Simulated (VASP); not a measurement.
# CdF2 (R-3m) in VASP: a series of runs

CdF2 is run at these levels: PBEsol; tasks: single point.

All numbers are computed with VASP 6.6.1; they aren't measurements. Logs are shortened: lines on timing, memory, paths and dates and some standing lists are left out, and cuts for length are marked.

### 1 The cell of the first run

Symmetry: R-3m, No. 166, trigonal system. Conventional cell: a = 4.517 Å, b = 4.517 Å, c = 6.639 Å, α = 90.00°, β = 90.00°, γ = 120.00°. Cd (site symmetry -3m) has 2 F at 1.66 Å within 2.2 Å. Within 2.2 Å of F (site symmetry 3m) lie 1 Cd at 1.66 Å.

### 2 Single point, PBEsol

INCAR

```
PREC     = Accurate       # precision mode
ENCUT    = 520            # plane-wave cutoff, eV
EDIFF    = 1E-7           # SCF threshold, eV
ISMEAR   = 0              # smearing method
SIGMA    = 0.05           # smearing width, eV
LREAL    = F              # projectors in reciprocal space
LASPH    = T              # aspherical terms in the spheres
NELM     = 80             # most SCF steps
ALGO     = Normal         # electronic algorithm
ISIF     = 2              # what is computed and relaxed
LWAVE    = F              # write WAVECAR
LCHARG   = F              # write CHGCAR
GGA      = PS             # functional
NBANDS   = 20             # bands
```

KPOINTS

```
regular mesh
0
Gamma
  8 8 8
```

POSCAR

```
CdF2
1.0
   -0.8517573833      2.3423328041      2.3423328041
    2.3423328041     -0.8517573833      2.3423328041
    2.3423328041      2.3423328041     -0.8517573833
Cd F
1 2
Direct
    0.0000000000      0.0000000000      0.0000000000
    0.2500000000      0.2500000000      0.2500000000
    0.7500000000      0.7500000000      0.7500000000
```

Potentials or basis: VASP PAW PBE potentials, release 64 (Cd, F).

Command:

```sh
> cat potpaw_PBE.64/Cd/POTCAR potpaw_PBE.64/F/POTCAR > POTCAR
> mpirun -np 1 vasp_std > vasp.out
```

OUTCAR:

```text
PREC = Accurate
   ENCUT = 520
   EDIFF = 1E-7
   ISMEAR = 0
   LREAL = F
   LASPH = T
   NELM = 80
   ISIF = 2
   GGA = PS

 ion  position               nearest neighbor table
   1  0.000  0.000  0.000-   2 1.66   3 1.66   3 2.67   2 2.67   3 2.67   3 2.67   2 2.67   2 2.67

   2  0.250  0.250  0.250-   1 1.66   1 2.67   1 2.67   1 2.67
   3  0.750  0.750  0.750-   1 1.66   1 2.67   1 2.67   1 2.67

  LATTYP: Found a trigonal (rhomboedric) cell.
 ALAT       =     3.4203123498
 COS(alpha) =     0.1279069767

  Lattice vectors:

 A1 = (  -0.8517573833,   2.3423328041,   2.3423328041)
 A2 = (   2.3423328041,  -0.8517573833,   2.3423328041)
 A3 = (   2.3423328041,   2.3423328041,  -0.8517573833)

Analysis of symmetry for initial positions (statically):
=====================================================================
 Subroutine PRICEL returns:
 Original cell was already a primitive cell.

 Routine SETGRP: Setting up the symmetry group for a
 trigonal (rhombohedral) supercell.

 Subroutine GETGRP returns: Found 12 space group operations
 (whereof 12 operations were pure point group operations)
 out of a pool of 12 trial point group operations.

The static configuration has the point symmetry D_3d.

Analysis of symmetry for dynamics (positions and initial velocities):
=====================================================================
 Subroutine PRICEL returns:
 Original cell was already a primitive cell.

 Routine SETGRP: Setting up the symmetry group for a
 trigonal (rhombohedral) supercell.

 Subroutine GETGRP returns: Found 12 space group operations
 (whereof 12 operations were pure point group operations)
 out of a pool of 12 trial point group operations.

The dynamic configuration has the point symmetry D_3d.

 Subroutine INISYM returns: Found 12 space group operations
 (whereof 12 operations are pure point group operations),
 and found     1 'primitive' translations

----------------------------------------------------------------------------------------

                                     Primitive cell

  volume of cell :      39.1041

  direct lattice vectors                    reciprocal lattice vectors
    -0.851757383  2.342332804  2.342332804    -0.121752633  0.191325565  0.191325565
[... 79 lines left out ...]
   PREC   = accura    normal or accurate (medium, high low for compatibility)
   ISTART =      0    job   : 0-new  1-cont  2-samecut
   ICHARG =      2    charge: 1-file 2-atom 10-const
   ISPIN  =      1    spin polarized calculation?
   LNONCOLLINEAR =      F non collinear calculations
   LSORBIT =      F    spin-orbit coupling
   LASPH  =      T    aspherical Exc in radial PAW
   ENCUT  =  520.0 eV  38.22 Ry    6.18 a.u.   6.36  6.36  6.36*2*pi/ulx,y,z
   NELM   =     80;   NELMIN=  2; NELMDL= -5     # of ELM steps
   EDIFF  = 0.1E-06   stopping-criterion for ELM
   LREAL  =      F    real-space projection
   EDIFFG = 0.1E-05   stopping-criterion for IOM
   NSW    =      0    number of steps for IOM
   IBRION =     -1    ionic relax: 0-MD 1-quasi-New 2-CG
   NFREE  =      0    steps in history (QN), initial steepest desc. (CG)
   ISIF   =      2    stress and relaxation
   ISYM   =      2    0-nonsym 1-usesym 2-fastsym
   POTIM  = 0.5000    time-step for ionic-motion
   TEBEG  =    0.0;   TEEND  =   0.0 temperature during run
   PSTRESS=    0.0 pullay stress
   NELECT =      26.0000    total number of electrons
   NUPDOWN=      -1.0000    fix difference up-down
   EMIN   =  10.00;   EMAX   =-10.00  energy-range for DOS
   EFERMI =   0.00;   METHOD = LEGACY
   ISMEAR =     0;   SIGMA  =   0.05  broadening in eV -4-tet -1-fermi 0-gaus
   EFERMI_NEDOS =   21; number of points for ismear=-14 and -15
   IALGO  =     38    algorithm
   IMIX   =      4    mixing-type and parameters
     AMIX     =   0.40;   BMIX     =  1.00
     AMIX_MAG =   1.60;   BMIX_MAG =  1.00
  volume/ion in A,a.u.               =      13.03        87.96
  Fermi-wavevector in a.u.,A,eV,Ry     =   1.428867  2.700166 27.778468  2.041660
  Thomas-Fermi vector in A             =   2.548882
   LORBIT       =      0    0 simple, 1 ext, 2 COOP (PROOUT), +10 PAW based schemes
   GGA     = PS    functional components
   LHFCALC =     F    Hartree Fock is set to
   AEXX    =    0.0000 exact exchange contribution
   IVDW    =     0    specifies the selected vdW correction
   LEPSILON=     F    determine dielectric tensor
   LRPA    =     F    only Hartree local field effects (RPA)
 non-spin polarized calculation
 Gauss-broadening in eV      SIGMA  =   0.05
  energy-cutoff  :      520.00
  volume of cell :       39.10
 maximum number of plane-waves:      1073
 NGX is ok and might be reduce to    28

 number of electron      25.9999968 magnetization

 Free energy of the ion-electron system (eV)
  ---------------------------------------------------
  ext. energy  EPLUGINS =         0.00000000
  ---------------------------------------------------
  free energy    TOTEN  =        -6.94658990 eV

  energy without entropy =       -6.94658990  energy(sigma->0) =       -6.94658990

 E-fermi :  -0.2889     XC(G=0): -10.5557

 val. band max:       -0.5980111388   @ k =   0.5000   0.0000   0.0000
 cond. band min:       4.0292727454   @ k =   0.0000   0.0000   0.0000
 fundamental gap:      4.6272838842
 Fermi energy:        -0.2888978137

 k-point     1 :       0.0000    0.0000    0.0000
  band No.  band energies     occupation
      1     -23.8301      2.00000
      2     -22.2518      2.00000
      3      -9.2624      2.00000
      4      -8.3470      2.00000
      5      -8.3470      2.00000
      6      -6.0576      2.00000
[... 541 lines left out ...]
     19      16.2756      0.00000
     20      18.7956      0.00000

 [... further k-points ...]
[... 5 lines left out ...]
  --------------------------------------------------------------------------------------
  -------------------------------------------------------------------------------------
  Total       16.8522460     16.8522460     16.8522460     15.6013307     15.6013307     15.6013307
  in kB      690.4712522    690.4712522    690.4712522    639.2186745    639.2186745    639.2186745
  external PRESSURE =     690.4712522 kB  Pullay stress =       0.0000000 kB

 VOLUME and BASIS-vectors are now :
 -----------------------------------------------------------------------------
  energy-cutoff  :      520.00
  volume of cell :       39.10
      direct lattice vectors                 reciprocal lattice vectors
    -0.851757383  2.342332804  2.342332804    -0.121752633  0.191325565  0.191325565
     2.342332804 -0.851757383  2.342332804     0.191325565 -0.121752633  0.191325565
     2.342332804  2.342332804 -0.851757383     0.191325565  0.191325565 -0.121752633

 POSITION                                       TOTAL-FORCE (eV/Angst)
 -----------------------------------------------------------------------------------
      0.00000      0.00000      0.00000         0.000000     -0.000000     -0.000000
      0.95823      0.95823      0.95823         8.121739      8.121739      8.121739
      2.87468      2.87468      2.87468        -8.121739     -8.121739     -8.121739
 -----------------------------------------------------------------------------------
    total drift:                                0.000000     -0.000000      0.000000

  FREE ENERGIE OF THE ION-ELECTRON SYSTEM (eV)
  ---------------------------------------------------
  free  energy   TOTEN  =        -6.9465898959 eV

  energy  without entropy=       -6.9465898959  energy(sigma->0) =       -6.94658990
```

stdout:

```text
POSCAR found type information on POSCAR CdF
 POSCAR found :  2 types and       3 ions
 scaLAPACK will be used
 -----------------------------------------------------------------------------
|                                                                             |
|                                                                             |
|     You enforced a specific xc type in the INCAR file but a different       |
|     I HOPE YOU KNOW WHAT YOU ARE DOING!                                     |
|                                                                             |
 -----------------------------------------------------------------------------

 LDA part: xc-table for (Slater+PW92), standard interpolation
 POSCAR, INCAR and KPOINTS ok, starting setup
 FFT: planning ... GRIDC
 FFT: planning ... GRID_SOFT
 FFT: planning ... GRID
 WAVECAR not read
 entering main loop
```

Run time: 25 s. Hardware: 1 thread of Intel Xeon Platinum 8559C (Emerald Rapids), shared host; peak memory 0.19 GiB.

Results:

```yaml
Free_energy: -6.9466 eV
Pressure: 69.0 GPa
Largest_force: 14.067 eV/Å
Band_gap_on_the_k_mesh: 4.63 eV, indirect (least direct gap 5.42 eV)
```

Forces in eV/Å, atoms in the order of the input:
```
Cd   0.000  0.000  0.000
F    8.122  8.122  8.122
F   -8.122 -8.122 -8.122
```

Caveat: the PAW data sets were made with another functional, which shifts forces and pressure a little. A k mesh can miss the band edges.

### 3 Single point, PBEsol

This run uses another cell than the first one, of the same volume but with other edges.

INCAR

```
SYSTEM = CdF2
ALGO     = Normal         ! electronic algorithm
EDIFF    = 1E-6           ! SCF threshold, eV
ENCUT    = 520            ! plane-wave cutoff, eV
GGA      = PS             ! functional
ISIF     = 2              ! what is computed and relaxed
ISMEAR   = 0              ! smearing method
LASPH    = .True.         ! aspherical terms in the spheres
LCHARG   = .False.        ! write CHGCAR
LREAL    = .False.        ! projectors in reciprocal space
LWAVE    = .False.        ! write WAVECAR
NBANDS   = 20             ! bands
NELM     = 100            ! most SCF steps
PREC     = Accurate       ! precision mode
SIGMA    = 0.05           ! smearing width, eV
```

KPOINTS

```
k-points
0
Gamma
  8 8 8
  0 0 0
```

POSCAR

```
CdF2
1.0
   -0.2843967415      2.5595706737      2.5595706737
    2.5595706737     -0.2843967415      2.5595706737
    2.5595706737      2.5595706737     -0.2843967415
Cd F
1 2
Direct
    0.0000000000      0.0000000000      0.0000000000
    0.2500000000      0.2500000000      0.2500000000
    0.7500000000      0.7500000000      0.7500000000
```

Potentials or basis: VASP PAW PBE potentials, release 64 (Cd, F).

Command:

```sh
> cat potpaw_PBE.64/Cd/POTCAR potpaw_PBE.64/F/POTCAR > POTCAR
> mpirun -np 1 vasp_std > vasp.out
```

It took 22 s on 1 thread of Intel Xeon Platinum 8559C (Emerald Rapids), shared host; peak memory 0.19 GiB.

Results (log left out):

- Free energy: -11.4141 eV
- Pressure: 5.0 GPa
- Largest force: 0.866 eV/Å
- Band gap on the k mesh: 2.97 eV, indirect (least direct gap 3.20 eV)

Forces on the atoms (eV/Å):
```
Cd   0.000  0.000  0.000
F    0.500  0.500  0.500
F   -0.500 -0.500 -0.500
```

Stress tensor (GPa, compression positive):
```
5.03 5.48 5.48
5.48 5.03 5.48
5.48 5.48 5.03
```

Levels at points of the mesh, in eV from the valence-band top:
| k point | band 11 | band 12 | band 13 | band 14 | band 15 | band 16 |
| --- | --- | --- | --- | --- | --- | --- |
| (0.00, 0.00, 0.00) | -0.85 | -0.85 | -0.23 | 2.97 | 11.42 | 11.42 |
| (0.50, 0.00, 0.00) | -1.90 | -0.57 | -0.18 | 6.83 | 8.62 | 13.35 |
| (0.50, 0.50, 0.00) | -0.80 | -0.45 | 0.00 | 7.96 | 9.26 | 11.65 |
| (0.50, 0.50, 0.50) | -2.21 | -0.89 | -0.89 | 7.83 | 9.56 | 13.35 |

Caveat: the PAW data sets were made with another functional, which shifts forces and pressure a little. A k mesh can miss the band edges.

### 4 Single point, PBEsol

This run uses another cell than the first one, of the same volume but with other edges.

INCAR

```
SYSTEM = CdF2
ALGO = Normal ; EDIFF = 1E-6
ENCUT = 520 ; GGA = PS
ISIF = 2 ; ISMEAR = 0
LASPH = .TRUE. ; LCHARG = .FALSE.
LREAL = .FALSE. ; LWAVE = .FALSE.
NBANDS = 20 ; NELM = 100
PREC = Accurate ; SIGMA = 0.05
```

KPOINTS

```
k-points
0
G
  8 8 8
  0 0 0
```

POSCAR

```
CdF2
1.0
    0.3380201416      2.8731712034      2.8731712034
    2.8731712034      0.3380201416      2.8731712034
    2.8731712034      2.8731712034      0.3380201416
Cd F
1 2
Direct
    0.0000000000      0.0000000000      0.0000000000
    0.2500000000      0.2500000000      0.2500000000
    0.7500000000      0.7500000000      0.7500000000
```

Command:

```sh
> cat potpaw_PBE.64/Cd/POTCAR potpaw_PBE.64/F/POTCAR > POTCAR
> mpirun -np 1 vasp_std > vasp.out
```

It took 27 s on 1 thread of Intel Xeon Platinum 8559C (Emerald Rapids), shared host; peak memory 0.2 GiB.

Results (log left out):

```
Free energy            : -11.4839 eV
Pressure               : 4.3 GPa
Largest force          : 0.273 eV/Å
Band gap on the k mesh : 2.98 eV, indirect (least direct gap 3.26 eV)
```

Forces on the atoms (eV/Å):
```
Cd   0.000  0.000  0.000
F   -0.157 -0.157 -0.157
F    0.157  0.157  0.157
```

Stress tensor (GPa, compression positive):
```
 4.28 -2.16 -2.16
-2.16  4.28 -2.16
-2.16 -2.16  4.28
```

Levels at points of the mesh, in eV from the valence-band top:
| k point | band 11 | band 12 | band 13 | band 14 | band 15 | band 16 |
| --- | --- | --- | --- | --- | --- | --- |
| (0.00, 0.00, 0.00) | -0.79 | -0.27 | -0.27 | 2.98 | 10.58 | 13.78 |
| (0.50, 0.00, 0.00) | -1.92 | -0.70 | -0.36 | 7.43 | 9.21 | 13.08 |
| (0.50, 0.50, 0.00) | -0.77 | -0.30 | 0.00 | 8.02 | 9.36 | 11.76 |
| (0.50, 0.50, 0.50) | -1.89 | -0.11 | -0.11 | 6.26 | 8.15 | 15.22 |

Caveat: the PAW data sets were made with another functional, which shifts forces and pressure a little.

### 5 Summary

```csv
cell,gap on the mesh (eV),pressure (GPa),largest force (eV/Å)
"a = 3.420 Å, angles 82.7°, 3 atoms",4.63,69.0,14.07
"a = 3.631 Å, angles 67.3°, 3 atoms",2.97,5.0,0.87
"a = 4.077 Å, angles 52.2°, 3 atoms",2.98,4.3,0.27
```

Alike in all rows: task single point; level PBEsol; potentials or basis VASP PAW PBE potentials, release 64 (Cd, F); no spin polarisation; k mesh 8 × 8 × 8; cutoff (eV) 520; smearing gaussian 0.05 eV.

Caveats: the PAW data sets were made with another functional, which shifts forces and pressure a little.

Absolute energies hang on the potentials; compare differences alone.
